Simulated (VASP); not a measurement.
# HfN (WC type) (P-6m2) in VASP: further runs, part 2 of 2

VASP 6.6.1. The steps go on from the part before.

## 3. Single point, PBE

INCAR reads:

```
ALGO = Normal ; EDIFF = 1E-6
ENCUT = 520 ; GGA = PE
ISIF = 2 ; ISMEAR = -1
LASPH = True ; LCHARG = False
LREAL = False ; LWAVE = False
NBANDS = 14 ; NELM = 100
PREC = Accurate ; SIGMA = 0.08
```

KPOINTS reads:

```
k-points
0
Gamma
  17 17 15
```

POSCAR reads:

```
HfN
1.0
    2.6840046610      0.0000000000      0.0000000000
   -1.3420023305      2.3244162203      0.0000000000
    0.0000000000      0.0000000000      2.6302191788
Hf N
1 1
Direct
    0.0000000000      0.0000000000      0.0000000000
    0.3333333333      0.6666666667      0.5000000000
```

Potentials or basis: VASP PAW PBE potentials, release 64 (Hf_pv, N).

Launch:

```
$ cat potpaw_PBE.64/Hf_pv/POTCAR potpaw_PBE.64/N/POTCAR > POTCAR
$ mpirun -np 1 vasp_std > vasp.out
```

OUTCAR:

```text
EDIFF = 1E-6
   ENCUT = 520
   GGA = PE
   ISIF = 2
   ISMEAR = -1
   LASPH = True
   LREAL = False
   NELM = 100
   PREC = Accurate

 ion  position               nearest neighbor table
   1  0.000  0.000  0.000-   2 2.03   2 2.03   2 2.03   2 2.03   2 2.03   2 2.03
   2  0.333  0.667  0.500-   1 2.03   1 2.03   1 2.03   1 2.03   1 2.03   1 2.03

  LATTYP: Found a hexagonal cell.
 ALAT       =     2.6840046610
 C/A-ratio  =     0.9799607344

  Lattice vectors:

 A1 = (   2.6840046610,   0.0000000000,   0.0000000000)
 A2 = (  -1.3420023305,   2.3244162203,   0.0000000000)
 A3 = (   0.0000000000,   0.0000000000,   2.6302191788)

Analysis of symmetry for initial positions (statically):
=====================================================================
 Subroutine PRICEL returns:
 Original cell was already a primitive cell.

 Routine SETGRP: Setting up the symmetry group for a
 hexagonal supercell.

 Subroutine GETGRP returns: Found 12 space group operations
 (whereof 12 operations were pure point group operations)
 out of a pool of 24 trial point group operations.

The static configuration has the point symmetry D_3h.

Analysis of symmetry for dynamics (positions and initial velocities):
=====================================================================
 Subroutine PRICEL returns:
 Original cell was already a primitive cell.

 Routine SETGRP: Setting up the symmetry group for a
 hexagonal supercell.

 Subroutine GETGRP returns: Found 12 space group operations
 (whereof 12 operations were pure point group operations)
 out of a pool of 24 trial point group operations.

The dynamic configuration has the point symmetry D_3h.

 Subroutine INISYM returns: Found 12 space group operations
 (whereof 12 operations are pure point group operations),
 and found     1 'primitive' translations

----------------------------------------------------------------------------------------

                                     Primitive cell

  volume of cell :      16.4093

  direct lattice vectors                    reciprocal lattice vectors
     2.684004661  0.000000000  0.000000000     0.372577594  0.215107774  0.000000000
    -1.342002330  2.324416220  0.000000000     0.000000000  0.430215549  0.000000000
     0.000000000  0.000000000  2.630219179     0.000000000  0.000000000  0.380196452

  length of vectors
     2.684004661  2.684004661  2.630219179     0.430215549  0.430215549  0.380196452

  position of ions in fractional coordinates (direct lattice)
     0.000000000  0.000000000  0.000000000
     0.333333333  0.666666667  0.500000000

  ion indices of the primitive-cell ions
   primitive index   ion index
                 1           1
                 2           2

----------------------------------------------------------------------------------------

 KPOINTS: k-points

Automatic generation of k-mesh.
 Grid dimensions read from file:
 generate k-points for:   17   17   15

 Generating k-lattice:

  Cartesian coordinates                     Fractional coordinates (reciprocal lattice)
     0.021916329  0.012653398  0.000000000     0.058823529  0.000000000  0.000000000
     0.000000000  0.025306797  0.000000000     0.000000000  0.058823529  0.000000000
     0.000000000  0.000000000  0.025346430     0.000000000  0.000000000  0.066666667

  Length of vectors
     0.025306797  0.025306797  0.025346430

  Shift w.r.t. Gamma in fractional coordinates (k-lattice)
     0.000000000  0.000000000  0.000000000

 Subroutine IBZKPT returns following result:
 ===========================================

 Found    264 irreducible k-points:

 Following reciprocal coordinates:
            Coordinates               Weight
  0.000000  0.000000  0.000000      1.000000
  0.058824  0.000000  0.000000      6.000000
  0.117647  0.000000  0.000000      6.000000
  0.176471  0.000000  0.000000      6.000000
  0.235294  0.000000  0.000000      6.000000
  0.294118  0.000000  0.000000      6.000000
[... 16 lines left out ...]
  0.411765  0.117647  0.000000     12.000000
  0.176471  0.176471  0.000000      6.000000
 [... further k-points ...]
   k-points           NKPTS =    264   k-points in BZ     NKDIM =    264   number of bands    NBANDS=     14
   number of dos      NEDOS =    301   number of ions     NIONS =      2
   total plane-waves  NPLWV =   8000
   dimension x,y,z NGX =    20 NGY =   20 NGZ =   20
   dimension x,y,z NGXF=    40 NGYF=   40 NGZF=   40
   ions per type =               1   1
   NGX,Y,Z   is equivalent  to a cutoff of  12.39, 12.39, 12.64 a.u.
   NGXF,Y,Z  is equivalent  to a cutoff of  24.78, 24.78, 25.28 a.u.
 SYSTEM =  unknown system
   PREC   = accura    normal or accurate (medium, high low for compatibility)
   ISTART =      0    job   : 0-new  1-cont  2-samecut
   ICHARG =      2    charge: 1-file 2-atom 10-const
   ISPIN  =      1    spin polarized calculation?
   LNONCOLLINEAR =      F non collinear calculations
   LSORBIT =      F    spin-orbit coupling
   LASPH  =      T    aspherical Exc in radial PAW
   ENCUT  =  520.0 eV  38.22 Ry    6.18 a.u.   4.99  4.99  4.89*2*pi/ulx,y,z
   NELM   =    100;   NELMIN=  2; NELMDL= -5     # of ELM steps
   EDIFF  = 0.1E-05   stopping-criterion for ELM
   LREAL  =      F    real-space projection
   EDIFFG = 0.1E-04   stopping-criterion for IOM
   NSW    =      0    number of steps for IOM
   IBRION =     -1    ionic relax: 0-MD 1-quasi-New 2-CG
   NFREE  =      0    steps in history (QN), initial steepest desc. (CG)
   ISIF   =      2    stress and relaxation
   ISYM   =      2    0-nonsym 1-usesym 2-fastsym
   POTIM  = 0.5000    time-step for ionic-motion
   TEBEG  =    0.0;   TEEND  =   0.0 temperature during run
   PSTRESS=    0.0 pullay stress
   NELECT =      15.0000    total number of electrons
   NUPDOWN=      -1.0000    fix difference up-down
   EMIN   =  10.00;   EMAX   =-10.00  energy-range for DOS
   EFERMI =   0.00;   METHOD = LEGACY
   ISMEAR =    -1;   SIGMA  =   0.08  broadening in eV -4-tet -1-fermi 0-gaus
   EFERMI_NEDOS =   21; number of points for ismear=-14 and -15
   IALGO  =     38    algorithm
   IMIX   =      4    mixing-type and parameters
     AMIX     =   0.40;   BMIX     =  1.00
     AMIX_MAG =   1.60;   BMIX_MAG =  1.00
  volume/ion in A,a.u.               =       8.20        55.37
  Fermi-wavevector in a.u.,A,eV,Ry     =   1.588823  3.002440 34.345988  2.524359
  Thomas-Fermi vector in A             =   2.687767
   LORBIT       =      0    0 simple, 1 ext, 2 COOP (PROOUT), +10 PAW based schemes
   GGA     = PE    functional components
   LHFCALC =     F    Hartree Fock is set to
   AEXX    =    0.0000 exact exchange contribution
   IVDW    =     0    specifies the selected vdW correction
   LEPSILON=     F    determine dielectric tensor
   LRPA    =     F    only Hartree local field effects (RPA)
 non-spin polarized calculation
  energy-cutoff  :      520.00
  volume of cell :       16.41
 maximum number of plane-waves:       453
 NGX is ok and might be reduce to    20
   NGX =  9   NGY =  9   NGZ =  9

 number of electron      14.9999997 magnetization

 Free energy of the ion-electron system (eV)
  ---------------------------------------------------
  ext. energy  EPLUGINS =         0.00000000
  ---------------------------------------------------
  free energy    TOTEN  =       -17.56687378 eV

  energy without entropy =      -17.55046079  energy(sigma->0) =      -17.55866729

 E-fermi :  10.6632     XC(G=0): -14.5904

 val. band max:       10.6622896359   @ k =   0.2353   0.2353   0.1333
 cond. band min:      10.7074322670   @ k =   0.2353   0.1176   0.2667
 fundamental gap:      0.0451426311
 Fermi energy:        10.6632281791

 k-point     1 :       0.0000    0.0000    0.0000
  band No.  band energies     occupation
      1     -18.3042      2.00000
      2     -18.0656      2.00000
      3     -18.0656      2.00000
      4      -7.6984      2.00000
      5       6.1302      2.00000
      6       6.1302      2.00000
      7       6.7777      2.00000
      8       9.0711      2.00000
      9      16.0565      0.00000
     10      17.6202      0.00000
     11      17.6202      0.00000
     12      19.4261      0.00000
     13      19.4261      0.00000
     14      25.3612      0.00000
[... 375 lines left out ...]
 k-point    24 :       0.1765    0.1765    0.0000
  band No.  band energies     occupation
      1     -20.3746      2.00000
      2     -18.8410      2.00000
      3     -17.9249      2.00000
      4      -5.0203      2.00000
      5       3.4243      2.00000
      6       6.4637      2.00000
      7       7.4430      2.00000
      8       9.2027      2.00000
      9      14.3742      0.00000
     10      16.8367      0.00000
     11      19.5729      0.00000
     12      21.6125      0.00000
     13      22.2006      0.00000
     14      25.3819      0.00000

 [... further k-points ...]
[... 5 lines left out ...]
  --------------------------------------------------------------------------------------
  -------------------------------------------------------------------------------------
  Total       20.2637073     20.2637073     20.2099813      0.0000000      0.0000000      0.0000000
  in kB     1978.5197155   1978.5197155   1973.2739910      0.0000000      0.0000000      0.0000000
  external PRESSURE =    1976.7711407 kB  Pullay stress =       0.0000000 kB

 VOLUME and BASIS-vectors are now :
 -----------------------------------------------------------------------------
  energy-cutoff  :      520.00
  volume of cell :       16.41
      direct lattice vectors                 reciprocal lattice vectors
     2.684004661  0.000000000  0.000000000     0.372577594  0.215107774  0.000000000
    -1.342002330  2.324416220  0.000000000     0.000000000  0.430215549  0.000000000
     0.000000000  0.000000000  2.630219179     0.000000000  0.000000000  0.380196452

 POSITION                                       TOTAL-FORCE (eV/Angst)
 -----------------------------------------------------------------------------------
      0.00000      0.00000      0.00000         0.000000      0.000000      0.000000
     -0.00000      1.54961      1.31511        -0.000000      0.000000      0.000000
 -----------------------------------------------------------------------------------
    total drift:                               -0.000000      0.000000     -0.000000

  FREE ENERGIE OF THE ION-ELECTRON SYSTEM (eV)
  ---------------------------------------------------
  free  energy   TOTEN  =       -17.5668737845 eV

  energy  without entropy=      -17.5504607863  energy(sigma->0) =      -17.55866729
```

OSZICAR:

```text
N       E                     dE             d eps       ncg     rms          rms(c)
DAV:   1     0.452908940869E+02    0.45291E+02   -0.79942E+03  7440   0.106E+03
DAV:   2    -0.190884402267E+02   -0.64379E+02   -0.60430E+02  9272   0.255E+02
DAV:   3    -0.206856704685E+02   -0.15972E+01   -0.15915E+01  8490   0.336E+01
DAV:   4    -0.206886798801E+02   -0.30094E-02   -0.30090E-02  9408   0.171E+00
DAV:   5    -0.206886875658E+02   -0.76857E-05   -0.76858E-05  8562   0.767E-02    0.954E+01
DAV:   6    -0.175793876150E+02    0.31093E+01   -0.64915E+00  9624   0.239E+01    0.676E+01
DAV:   7    -0.175723134025E+02    0.70742E-02   -0.47694E-01  8904   0.557E+00    0.225E+01
DAV:   8    -0.175677425212E+02    0.45709E-02   -0.14806E-02  9822   0.106E+00    0.226E+00
DAV:   9    -0.175670657032E+02    0.67682E-03   -0.38234E-03  8946   0.553E-01    0.136E+00
DAV:  10    -0.175668727478E+02    0.19296E-03   -0.55191E-04  8682   0.223E-01    0.295E-02
DAV:  11    -0.175668739209E+02   -0.11731E-05   -0.23309E-05  8178   0.466E-02    0.189E-02
DAV:  12    -0.175668737845E+02    0.13636E-06   -0.81474E-07  5820   0.786E-03
   1 F= -.17566874E+02 E0= -.17558667E+02  d E =-.164130E-01
```

stdout:

```text
POSCAR found type information on POSCAR HfN
 POSCAR found :  2 types and       2 ions
 scaLAPACK will be used
 LDA part: xc-table for (Slater+PW92), standard interpolation
 POSCAR, INCAR and KPOINTS ok, starting setup
 FFT: planning ... GRIDC
 FFT: planning ... GRID_SOFT
 FFT: planning ... GRID
 WAVECAR not read
 entering main loop
```

Run time: 31 s. Hardware: 1 thread of Intel Xeon 6975P-C, shared host; peak memory 0.18 GiB.

Results:

| Item | Value |
| --- | --- |
| Free energy | -17.5669 eV |
| Pressure | 197.7 GPa |

Stress tensor (GPa, compression positive):
```
197.85   0.00   0.00
  0.00 197.85   0.00
  0.00   0.00 197.33
```

Caveat: spin-orbit coupling is left out, which moves the levels of the heavy elements.

## 4. Relaxation of cell and atoms, PBE, target pressure 200 GPa, at which the enthalpy is minimised

INCAR reads:

```
SYSTEM = HfN
ALGO = Normal
EDIFF = 1E-6
EDIFFG = -0.005
ENCUT = 600
GGA = PE
IBRION = 2
ISIF = 3
ISMEAR = -1
LASPH = .TRUE.
LCHARG = .FALSE.
LREAL = .FALSE.
LWAVE = .FALSE.
NELM = 80
NSW = 32
PREC = Accurate
PSTRESS = 2000.0
SIGMA = 0.08
```

KPOINTS reads:

```
k-points
0
G
  17 17 15
  0 0 0
```

POSCAR reads:

```
HfN
1.0
    2.6839104143      0.0000000000      0.0000000000
   -1.3419552072      2.3243346002      0.0000000000
    0.0000000000      0.0000000000      2.6295043089
Hf N
1 1
Direct
    0.0000000000      0.0000000000      0.0000000000
    0.3333333333      0.6666666667      0.5000000000
```

Launch:

```
$ cat potpaw_PBE.64/Hf_pv/POTCAR potpaw_PBE.64/N/POTCAR > POTCAR
$ mpirun -np 1 vasp_std > vasp.out
```

It took 99 s on 1 thread of Intel Xeon 6975P-C, shared host; peak memory 0.2 GiB.

Results (log left out):

```yaml
Free_energy: -17.5178 eV
Relaxed_volume: 8.18 Å³/atom
Relaxed_cell: a = 2.682 Å, b = 2.682 Å, c = 2.627 Å, α = 90.00°, β = 90.00°, γ = 120.00°
Space_group_after_relaxing_to_0.05_Å: P-6m2 (No. 187)
Energy_change_on_relaxing_the_enthalpy_is_what_falls: +22.2 meV/atom
Ionic_steps: 3
Pressure_after_relaxing: 200.0 GPa
```

Stress tensor (GPa, compression positive):
```
199.97   0.00   0.00
  0.00 199.97   0.00
  0.00   0.00 200.09
```

The path:
```
step  energy change (eV)  largest force (eV/Å)  pressure (GPa)  volume (Å³)
   1              0.0000                0.0000          197.95        16.40
   2              0.3176                0.0000          212.50        16.16
   3              0.0443                0.0000          200.01        16.37
```

Final structure:
```
Hf N
1.0
     2.68206    0.00000    0.00000
    -1.34103    2.32273    0.00000
     0.00000    0.00000    2.62741
Hf N
1 1
Direct
  0.00000 0.00000 0.00000
  0.33333 0.66667 0.50000
```

Levels at points of the mesh, in eV from the Fermi level:
```csv
k point,band 5,band 6,band 7,band 8,band 9,band 10,band 11
"(0.00, 0.00, 0.00)",-4.55,-4.55,-3.90,-1.59,5.40,6.97,6.97
```

Caveat: the cell is relaxed towards a set pressure, so the enthalpy falls and the energy may rise; spin-orbit coupling is left out, which moves the levels of the heavy elements.

## 5. Relaxation of cell and atoms, PBE, target pressure 200 GPa, at which the enthalpy is minimised

This run uses another cell than the first one, of 8.23 Å³/atom, 1.004 times its volume.

INCAR reads:

```
  PREC = Accurate
  ENCUT = 600
  EDIFF = 1E-6
  ISMEAR = -1
  SIGMA = 0.08
  LREAL = False
  LASPH = True
  NELM = 60
  ALGO = Normal
  ISIF = 3
  LWAVE = False
  LCHARG = False
  GGA = PE
  IBRION = 2
  NSW = 60
  EDIFFG = -0.005
  PSTRESS = 2000.0
```

KPOINTS reads:

```
Automatic mesh
0
Gamma
  17 17 15
```

POSCAR reads:

```
HfN
1.0
    2.6868507149      0.0000000000      0.0000000000
   -1.3434253575      2.3268809753      0.0000000000
    0.0000000000      0.0000000000      2.6331137006
Hf N
1 1
Direct
    0.0000000000      0.0000000000      0.0000000000
    0.3333333333      0.6666666667      0.5000000000
```

Launch:

```
$ cat potpaw_PBE.64/Hf_pv/POTCAR potpaw_PBE.64/N/POTCAR > POTCAR
$ mpirun -np 1 vasp_std > vasp.out
```

It took 89 s on 1 thread of Intel Xeon 6975P-C, shared host; peak memory 0.2 GiB.

Results (log left out):

```
Free energy                                            : -17.5199 eV
Relaxed volume                                         : 8.18 Å³/atom
Relaxed cell                                           : a = 2.682 Å, b = 2.682 Å, c = 2.627 Å, α = 90.00°, β = 90.00°, γ = 120.00°
Space group after relaxing (to 0.05 Å)                 : P-6m2 (No. 187)
Energy change on relaxing (the enthalpy is what falls) : +57.0 meV/atom
Ionic steps                                            : 3
Pressure after relaxing                                : 199.9 GPa
```

Stress tensor (GPa, compression positive):
```
199.91   0.00   0.00
  0.00 199.91   0.00
  0.00   0.00 200.01
```

The path:
| step | energy change (eV) | largest force (eV/Å) | pressure (GPa) | volume (Å³) |
| --- | --- | --- | --- | --- |
| 1 | 0.0000 | 0.0000 | 194.64 | 16.46 |
| 2 | 0.8655 | 0.0000 | 234.17 | 15.81 |
| 3 | 0.1140 | 0.0000 | 199.95 | 16.37 |

Final structure:
```xyz
2
Lattice="2.6821 0.0000 0.0000 -1.3411 2.3228 0.0000 0.0000 0.0000 2.6275" Properties=species:S:1:pos:R:3 pbc="T T T"
Hf    0.0000    0.0000    2.6275
N     0.0000    1.5485    1.3137
```

Levels at points of the mesh, in eV from the Fermi level:
```tsv
k point	band 4	band 5	band 6	band 7	band 8	band 9	band 10	band 11
(0.00, 0.00, 0.00)	-18.38	-4.55	-4.55	-3.90	-1.59	5.40	6.97	6.97
```

Caveat: the cell is relaxed towards a set pressure, so the enthalpy falls and the energy may rise; spin-orbit coupling is left out, which moves the levels of the heavy elements.

## 6. Summary

| task | cell | cutoff (eV) | gap on the mesh (eV) | pressure (GPa) |
| --- | --- | --- | --- | --- |
| single point | a = 2.684, b = 2.684, c = 2.630 Å, angles 90.0, 90.0, 120.0°, 2 atoms | 520 | none | 197.7 |
| relaxation of cell and atoms | relaxed to 200 GPa from a = 2.684, b = 2.684, c = 2.630 Å, angles 90.0, 90.0, 120.0°, 2 atoms | 600 | none | 200.0 |
| relaxation of cell and atoms | relaxed to 200 GPa from a = 2.687, b = 2.687, c = 2.633 Å, angles 90.0, 90.0, 120.0°, 2 atoms | 600 | none | 199.9 |

Alike in all rows: level PBE; potentials or basis VASP PAW PBE potentials, release 64 (Hf_pv, N); no spin polarisation; k mesh 17 × 17 × 15; smearing fermi-dirac 0.08 eV.

Caveats: spin-orbit coupling is left out, which moves the levels of the heavy elements; the cell is relaxed towards a set pressure, so the enthalpy falls and the energy may rise (some runs).

Total energies depend on the potentials used, so only differences within one code and one set of settings carry meaning.
